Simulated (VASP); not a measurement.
# Ge (I4_1/amd) in VASP: notebook, part 2 of 2

VASP 6.6.1.

**3. Single point, PBEsol**

INCAR

```
SYSTEM = Ge
ALGO = Normal ; EDIFF = 1E-6
ENCUT = 520 ; GGA = PS
ISIF = 2 ; ISMEAR = -1
LASPH = .True. ; LCHARG = .False.
LREAL = .False. ; LWAVE = .False.
NBANDS = 21 ; NELM = 60
PREC = Accurate ; SIGMA = 0.03
```

KPOINTS

```
k-points
0
Gamma
  7 7 7
  0 0 0
```

POSCAR

```
Ge
1.0
   -2.5744897190      2.5744897190      1.3974126432
    2.5744897190     -2.5744897190      1.3974126432
    2.5744897190      2.5744897190     -1.3974126432
Ge
2
Direct
    0.5000000000      0.5000000000      0.0000000000
    0.2500000000      0.7500000000      0.5000000000
```

Potentials or basis: VASP PAW PBE potentials, release 64 (Ge_d).

The run is started by

```bash
$ cat potpaw_PBE.64/Ge_d/POTCAR > POTCAR
$ mpirun -np 1 vasp_std > vasp.out
```

OUTCAR:

```text
SYSTEM = Ge
   EDIFF = 1E-6
   ENCUT = 520
   GGA = PS
   ISIF = 2
   ISMEAR = -1
   LASPH = .True.
   LREAL = .False.
   NELM = 60
   PREC = Accurate

 ion  position               nearest neighbor table
   1  0.500  0.500  0.000-   2 2.67   2 2.67   2 2.67   2 2.67
   2  0.250  0.750  0.500-   1 2.67   1 2.67   1 2.67   1 2.67

  LATTYP: Found a body centered tetragonal cell.
 ALAT       =     5.1489794380
 C/A-ratio  =     0.5427920853

  Lattice vectors:

 A1 = (  -2.5744897190,   2.5744897190,   1.3974126432)
 A2 = (   2.5744897190,  -2.5744897190,   1.3974126432)
 A3 = (   2.5744897190,   2.5744897190,  -1.3974126432)

Analysis of symmetry for initial positions (statically):
=====================================================================
 Subroutine PRICEL returns:
 Original cell was already a primitive cell.

 Routine SETGRP: Setting up the symmetry group for a
 body centered tetragonal supercell.

 Subroutine GETGRP returns: Found 16 space group operations
 (whereof  8 operations were pure point group operations)
 out of a pool of 16 trial point group operations.

The static configuration has the point symmetry D_2d.
[... 155 lines left out ...]
 Free energy of the ion-electron system (eV)
  ---------------------------------------------------
  ext. energy  EPLUGINS =         0.00000000
  ---------------------------------------------------
  free energy    TOTEN  =        -9.57498045 eV

  energy without entropy =       -9.57144260  energy(sigma->0) =       -9.57321153

 E-fermi :   6.6270     XC(G=0): -11.4712

 val. band max:        6.5749145391   @ k =  -0.2857   0.2857   0.0000
 cond. band min:       6.6649763307   @ k =   0.4286   0.4286   0.0000
 fundamental gap:      0.0900617915
 Fermi energy:         6.6270145192

 k-point     1 :       0.0000    0.0000    0.0000
  band No.  band energies     occupation
      1     -18.0241      2.00000
      2     -17.9768      2.00000
      3     -17.9482      2.00000
      4     -17.9444      2.00000
      5     -17.8387      2.00000
      6     -17.8387      2.00000
[... 565 lines left out ...]
     20      18.8566      0.00000
     21      19.1016      0.00000

 [... further k-points ...]
[... 5 lines left out ...]
  --------------------------------------------------------------------------------------
  -------------------------------------------------------------------------------------
  Total       -0.4057704     -0.4057704      0.0155341      0.0000000      0.0000000     -0.0000000
  in kB      -17.5478504    -17.5478504      0.6717840      0.0000000      0.0000000     -0.0000000
  external PRESSURE =     -11.4746389 kB  Pullay stress =       0.0000000 kB

 VOLUME and BASIS-vectors are now :
 -----------------------------------------------------------------------------
  energy-cutoff  :      520.00
  volume of cell :       37.05
      direct lattice vectors                 reciprocal lattice vectors
    -2.574489719  2.574489719  1.397412643     0.000000000  0.194213244  0.357804119
     2.574489719 -2.574489719  1.397412643     0.194213244  0.000000000  0.357804119
     2.574489719  2.574489719 -1.397412643     0.194213244  0.194213244  0.000000000

 POSITION                                       TOTAL-FORCE (eV/Angst)
 -----------------------------------------------------------------------------------
      0.00000      0.00000      1.39741        -0.000000     -0.000000      0.000000
      2.57449      0.00000      0.69871         0.000000      0.000000     -0.000000
 -----------------------------------------------------------------------------------
    total drift:                                0.000000     -0.000000      0.000000

  FREE ENERGIE OF THE ION-ELECTRON SYSTEM (eV)
  ---------------------------------------------------
  free  energy   TOTEN  =        -9.5749804496 eV

  energy  without entropy=       -9.5714426046  energy(sigma->0) =       -9.57321153
```

It took 12 s on 1 thread of Intel Xeon 6975P-C (Granite Rapids), shared host; peak memory 0.17 GiB.

What came out:

* Free energy: -9.5750 eV
* Pressure: -1.1 GPa
* Band gap on the k mesh: zero (band 14 reaches 8.24 eV, above the bottom of band 15 at 4.04 eV)

Caveat: the k points lie up to 0.37 Å⁻¹ apart; the PAW data sets were made with another functional, which shifts forces and pressure a little.

**4. Relaxation of cell and atoms, PBEsol**

INCAR

```
PREC = Accurate
ENCUT = 600
EDIFF = 1E-6
ISMEAR = -1
SIGMA = 0.05
LREAL = F
LASPH = T
NELM = 100
ALGO = Normal
ISIF = 3
LWAVE = F
LCHARG = F
GGA = PS
IBRION = 2
NSW = 60
EDIFFG = -0.01
```

KPOINTS

```
regular mesh
0
Gamma
  11 11 11
```

POSCAR is that of step 3.

Potentials or basis: VASP PAW PBE potentials, release 64 (Ge_d).

The run is started by

```bash
$ cat potpaw_PBE.64/Ge_d/POTCAR > POTCAR
$ mpirun -np 1 vasp_std > vasp.out
```

OUTCAR:

```text
PREC = Accurate
   ENCUT = 600
   EDIFF = 1E-6
   ISMEAR = -1
   LREAL = F
   LASPH = T
   NELM = 100
   ISIF = 3
   GGA = PS
   IBRION = 2
   NSW = 60
   EDIFFG = -0.01

 ion  position               nearest neighbor table
   1  0.500  0.500  0.000-   2 2.67   2 2.67   2 2.67   2 2.67
   2  0.250  0.750  0.500-   1 2.67   1 2.67   1 2.67   1 2.67

  LATTYP: Found a body centered tetragonal cell.
 ALAT       =     5.1489794380
 C/A-ratio  =     0.5427920853

  Lattice vectors:

 A1 = (  -2.5744897190,   2.5744897190,   1.3974126432)
 A2 = (   2.5744897190,  -2.5744897190,   1.3974126432)
 A3 = (   2.5744897190,   2.5744897190,  -1.3974126432)

Analysis of symmetry for initial positions (statically):
=====================================================================
 Subroutine PRICEL returns:
 Original cell was already a primitive cell.
[... 433 lines left out ...]

 E-fermi :   6.7623     XC(G=0): -11.5058

 val. band max:        6.7619113896   @ k =  -0.1818  -0.2727   0.1818
 cond. band min:       6.7711948914   @ k =  -0.2727   0.1818   0.0000
 fundamental gap:      0.0092835018
 Fermi energy:         6.7623472628

 k-point     1 :       0.0000    0.0000    0.0000
  band No.  band energies     occupation
      1     -17.9387      2.00000
      2     -17.8955      2.00000
      3     -17.8629      2.00000
      4     -17.8619      2.00000
      5     -17.7512      2.00000
      6     -17.7512      2.00000
[... 481 lines left out ...]
      5     -17.7595      2.00000
      6     -17.7434      2.00000
[... 10 lines left out ...]
     17      12.7266      0.00000
     18      14.9025      0.00000

 [... further k-points ...]

------------------------ aborting loop because EDIFF is reached ----------------------------------------

  FORCE on cell =-STRESS in cart. coord.  units (eV):
  Direction    XX          YY          ZZ          XY          YZ          ZX
  --------------------------------------------------------------------------------------
  -------------------------------------------------------------------------------------
  Total       -0.0180223     -0.0180223     -0.0083961      0.0000000      0.0000000      0.0000000
  in kB       -0.7850028     -0.7850028     -0.3657144      0.0000000      0.0000000      0.0000000
  external PRESSURE =      -0.6452400 kB  Pullay stress =       0.0000000 kB
[... 17 lines left out ...]
  FREE ENERGIE OF THE ION-ELECTRON SYSTEM (eV)
  ---------------------------------------------------
  free  energy   TOTEN  =        -9.5418978594 eV

  energy  without entropy=       -9.5336997105  energy(sigma->0) =       -9.53779878

 reached required accuracy - stopping structural energy minimisation
```

CONTCAR:

```text
Ge
   1.00000000000000
    -2.5712558979280682    2.5712558979280682    1.3909060912041105
     2.5712558979280682   -2.5712558979280682    1.3909060912041105
     2.5712558979280682    2.5712558979280682   -1.3909060912041105
  Ge
     2
Direct
     0.5000000000000000    0.5000000000000000    0.0000000000000000
     0.2500000000000000    0.7500000000000000    0.5000000000000000

  0.00000000E+00  0.00000000E+00  0.00000000E+00
  0.00000000E+00  0.00000000E+00  0.00000000E+00
```

Run time: 4.2 min. Hardware: 1 thread of Intel Xeon 6975P-C, shared host; peak memory 0.24 GiB.

What came out:

```
Free energy                            : -9.5419 eV
Relaxed volume                         : 18.39 Å³/atom
Relaxed cell                           : a = 3.893 Å, b = 3.893 Å, c = 3.893 Å, α = 97.33°, β = 97.33°, γ = 138.14°
Space group after relaxing (to 0.05 Å) : I4_1/amd (No. 141)
Energy gained by relaxing              : 0.3 meV/atom
Ionic steps                            : 8
Pressure after relaxing                : -0.1 GPa
Band gap on the k mesh                 : zero (band 14 reaches 8.45 eV, above the bottom of band 15 at 3.73 eV)
```

The path:
```tsv
step	energy change (eV)	largest force (eV/Å)	pressure (GPa)	volume (Å³)
1	0.0000	0.0000	-0.64	37.05
2	-0.0004	0.0000	0.25	36.65
3	-0.0005	0.0000	-0.20	36.79
4	-0.0005	0.0000	0.20	36.73
5	-0.0005	0.0000	0.01	36.76
6	-0.0005	0.0000	0.09	36.76
7	-0.0005	0.0000	0.10	36.76
8	-0.0005	0.0000	-0.06	36.78
```

Final structure:
```xyz
2
Lattice="-2.5713 2.5713 1.3909 2.5713 -2.5713 1.3909 2.5713 2.5713 -1.3909" Properties=species:S:1:pos:R:3 pbc="T T T"
Ge    0.0000    0.0000    1.3909
Ge    2.5713    0.0000    0.6955
```

Levels at points of the mesh, in eV from the Fermi level:
```tsv
k point	band 10	band 11	band 12	band 13	band 14	band 15	band 16	band 17	band 18
(0.00, 0.00, 0.00)	-24.38	-13.40	-4.11	-2.40	-2.40	3.19	7.58	7.58	8.25
```

Caveat: the PAW data sets were made with another functional, which shifts forces and pressure a little.

**5. Overview**

| task | level | cell | k mesh | cutoff (eV) | smearing | gap on the mesh (eV) | pressure (GPa) | relaxed volume (Å³/atom) |
| --- | --- | --- | --- | --- | --- | --- | --- | --- |
| relaxation of cell and atoms | RPBE | relaxed | 11 × 11 × 11 | 600 | fermi-dirac 0.05 eV | none | 0.0 | 19.83 |
| single point | PBEsol | as given | 7 × 7 × 7 | 520 | fermi-dirac 0.03 eV | none | -1.1 | - |
| relaxation of cell and atoms | PBEsol | relaxed | 11 × 11 × 11 | 600 | fermi-dirac 0.05 eV | none | -0.1 | 18.39 |

Alike in all rows: potentials or basis VASP PAW PBE potentials, release 64 (Ge_d); no spin polarisation.

Caveats: some runs use coarse meshes; the PAW data sets were made with another functional, which shifts forces and pressure a little.

Absolute energies hang on the potentials; compare differences alone.
